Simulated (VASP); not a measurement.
A run of VASP 6.6.1:

File INCAR:

```
SYSTEM = ZnS
PREC = Accurate
ENCUT = 500
EDIFF = 1E-7
ISMEAR = 0
SIGMA = 0.01
LREAL = .False.
LASPH = .True.
NELM = 120
ALGO = Normal
ISIF = 3
LWAVE = .False.
LCHARG = .False.
IBRION = 2
NSW = 80
EDIFFG = -0.001
GGA_COMPAT = .False.
NELMIN = 4
```

KPOINTS

```
Automatic mesh
0
Gamma
  10 10 10
  0 0 0
```

Contents of POSCAR:

```
ZnS
1.0
    0.0000000000      2.6484690878      2.6484690878
    2.6484690878      0.0000000000      2.6484690878
    2.6484690878      2.6484690878      0.0000000000
Zn S
1 1
Direct
    0.2500000000      0.2500000000      0.2500000000
    0.0000000000      0.0000000000      0.0000000000
```

Potentials or basis: VASP PAW LDA potentials, release 64 (Zn, S).

Run with:

```bash
$ cat potpaw_LDA.64/Zn/POTCAR potpaw_LDA.64/S/POTCAR > POTCAR
$ mpirun -np 1 vasp_std > vasp.out
```

Hardware: 1 thread of AMD EPYC 7R13, on a shared host.

Q: Estimate the wall time of this run.

A: Run time: 79 s on 1 thread of AMD EPYC 7R13, on a shared host, peak memory 0.12 GiB. Counts: scf iterations 26, k points 47, ion steps 3.
